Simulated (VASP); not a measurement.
A run of VASP 6.6.1:

INCAR

```
  ALGO = Fast
  EDIFF = 1E-7
  ENCUT = 520
  GGA = PE
  ISIF = 2
  ISMEAR = -1
  LASPH = T
  LCHARG = F
  LREAL = F
  LWAVE = F
  NBANDS = 8
  NELM = 60
  PREC = Accurate
  SIGMA = 0.05
```

Contents of KPOINTS:

```
k-points
0
Gamma
  11 11 11
```

POSCAR

```
Li
1.0
   -1.7662705373      1.7662705373      1.7662705373
    1.7662705373     -1.7662705373      1.7662705373
    1.7662705373      1.7662705373     -1.7662705373
Li
1
Direct
    0.0000000000      0.0000000000      0.0000000000
```

Potentials or basis: VASP PAW PBE potentials, release 64 (Li_sv).

Launch:

```bash
$ cat potpaw_PBE.64/Li_sv/POTCAR > POTCAR
$ mpirun -np 1 vasp_std > vasp.out
```

Hardware: 1 thread of Intel Xeon 6975P-C, on a shared host.

Estimate the wall time of this run.

Wall time 8 s on 1 thread of Intel Xeon 6975P-C (shared host), peak memory 0.13 GiB. Counts: scf iterations 18, k points 56.
